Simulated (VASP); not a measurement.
Input of a VASP 6.6.1 run:

Contents of INCAR:

```
ALGO     = Normal         # electronic algorithm
EDIFF    = 1E-7           # SCF threshold, eV
ENCUT    = 520            # plane-wave cutoff, eV
GGA      = CA             # functional
ISIF     = 2              # what is computed and relaxed
ISMEAR   = -1             # smearing method
LASPH    = T              # aspherical terms in the spheres
LCHARG   = F              # write CHGCAR
LREAL    = F              # projectors in reciprocal space
LWAVE    = F              # write WAVECAR
NBANDS   = 8              # bands
NELM     = 100            # most SCF steps
PREC     = Accurate       # precision mode
SIGMA    = 0.1            # smearing width, eV
```

KPOINTS

```
k-points
0
Gamma
  16 16 16
```

Contents of POSCAR:

```
Al
1.0
   -1.6566129298      1.6566129298      1.6566129298
    1.6566129298     -1.6566129298      1.6566129298
    1.6566129298      1.6566129298     -1.6566129298
Al
1
Direct
    0.0000000000      0.0000000000      0.0000000000
```

Potentials or basis: VASP PAW LDA potentials, release 64 (Al).

Run with:

```sh
$ cat potpaw_LDA.64/Al/POTCAR > POTCAR
$ mpirun -np 1 vasp_std > vasp.out
```

(1) Predict the pressure.

Results:

(1) -6.5 GPa.
